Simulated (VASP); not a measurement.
MgO: relaxation of shape and atoms at fixed volume with PBE

Crystal: MgO.

```
CELL_PARAMETERS angstrom
3.40920 0.00000 0.00000
-1.70460 2.95245 0.00000
0.00000 0.00000 4.11284
ATOMIC_POSITIONS crystal
Mg 0.66667 0.33333 0.75000
Mg 0.33333 0.66667 0.25000
O 0.66667 0.33333 0.25000
O 0.33333 0.66667 0.75000
```

This cell differs from its parent crystal: volume scaled by 0.91.

| Property | Result |
| --- | --- |
| Program | VASP 6.6.1 |
| Task | relaxation of shape and atoms at fixed volume |
| Functional | PBE |
| Potentials or basis | VASP PAW PBE potentials, release 64 (Mg, O) |
| Cutoff | 600 eV |
| k mesh | 9 × 9 × 6 |
| Occupations | gaussian, width 0.02 eV |
| Spin | no spin polarisation |
| Dipole correction | no |
| Further INCAR settings | ALGO = Normal; EDIFF = 1e-07; IBRION = 2; EDIFFG = -0.01; NSW = 50; ISIF = 4 |

```yaml
Pressure_after_relaxing: 13.5 GPa
Band_gap_on_the_k_mesh: 3.75 eV, direct
```

Final structure:
```cif
data_structure
_symmetry_space_group_name_H-M 'P 1'
_symmetry_Int_Tables_number 1
_cell_length_a 3.4092
_cell_length_b 3.4092
_cell_length_c 4.1128
_cell_angle_alpha 90.000
_cell_angle_beta 90.000
_cell_angle_gamma 120.000
_cell_volume 41.40
loop_
_atom_site_label
_atom_site_type_symbol
_atom_site_fract_x
_atom_site_fract_y
_atom_site_fract_z
_atom_site_occupancy
Mg1 Mg 0.66667 0.33333 0.75000 1
Mg2 Mg 0.33333 0.66667 0.25000 1
O1 O 0.66667 0.33333 0.25000 1
O2 O 0.33333 0.66667 0.75000 1
```

Levels at points of the mesh, in eV from the valence-band top:
```csv
k point,band 4,band 5,band 6,band 7,band 8,band 9,band 10,band 11,band 12
"(0.00, 0.00, 0.00)",-1.86,-1.86,-0.90,-0.90,0.00,3.75,9.97,12.69,13.00
"(0.00, 0.00, 0.50)",-2.55,-1.40,-1.40,-1.40,-1.40,6.80,6.80,13.36,13.36
```

Run time: 15 s on 1 thread of Intel(R) Xeon(R) 6975P-C (Granite Rapids) (shared host), peak memory 0.19 GiB.

Caveat: the relaxation stopped at its first step, so nothing moved.
